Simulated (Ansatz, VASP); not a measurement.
## Two plane-wave programs on SrO

File INCAR:

```
ALGO = Normal
EDIFF = 1E-7
ENCUT = 520
ISIF = 2
ISMEAR = 0
LASPH = True
LCHARG = False
LREAL = False
LWAVE = False
NBANDS = 24
NELM = 100
PREC = Accurate
SIGMA = 0.05
```

Contents of KPOINTS:

```
k-points
0
Gamma
  9 9 8
```

POSCAR

```
SrO
1.0
    0.0000000000     -2.5321850030     -2.5321850030
   -2.5321850030      0.0000000000     -2.5321850030
    2.5321850030      2.5321850030     -5.0643700061
Sr O
2 2
Direct
   -0.0024517324     -0.0024517324     -0.0024517324
    0.4975482676      0.4975482676      0.4975482676
    0.7634271390      0.7634271390      0.7634271390
    0.2634271390      0.2634271390      0.2634271390
```

Input for Ansatz:

```yaml
crystal:
  lattice:
    - [0.0, -2.532185003, -2.532185003]
    - [-2.532185003, 0.0, -2.532185003]
    - [2.532185003, 2.532185003, -5.0643700061]
  atoms:
    - { symbol: Sr, position: [-0.0024517324, -0.0024517324, -0.0024517324] }
    - { symbol: Sr, position: [0.4975482676, 0.4975482676, 0.4975482676] }
    - { symbol: O, position: [0.763427139, 0.763427139, 0.763427139] }
    - { symbol: O, position: [0.263427139, 0.263427139, 0.263427139] }
basis:
  ecutwfc: 520.0
kpoints:
  mp_grid: { grid: [9, 9, 8] }
hamiltonian:
  xc: lda
  pseudopotentials: { kind: paw }
scf:
  occupations: { method: gaussian, width: 0.05 }
output:
  forces: true
  stress: true
  eigenvalues: true
```

Change from the starting cell: mode 8 frozen in at -0.136 Å, equal normal strain along x, y and z +0.0000.

Alike in both runs: task single point; functional LDA; k mesh 9 × 9 × 8; occupations gaussian, width 0.05 eV; no spin polarisation.

|  | VASP | Ansatz |
| --- | --- | --- |
| version | VASP 6.6.1 | Ansatz 0.2.0 |
| potentials or method | VASP PAW LDA potentials, release 64 (Sr_sv, O), cutoff 520 eV | scalar-relativistic, plane waves, PAW |
| valence electrons in the cell | 32 | 32 |

Ansatz gave:

```
gap on the k mesh at the Fermi level (eV)                     : 3.25
least direct gap on the mesh (eV)                             : 3.27
pressure (GPa)                                                : 0.8
traceless stress, the component that is largest in VASP (GPa) : 2.32
rms of the force components (eV/Å)                            : 0.267
```

Task: What did VASP give for the same quantities?

Result: gap on the k mesh at the Fermi level (eV): 3.19; least direct gap on the mesh (eV): 3.21; pressure (GPa): 1.7; traceless stress, the component that is largest in VASP (GPa): 2.46; rms of the force components (eV/Å): 0.287.

LDA's correlation is that of Perdew and Zunger in VASP and of Perdew and Wang (1992) in Ansatz. Atom by atom the forces differ by 0.019 eV/Å (rms over components).
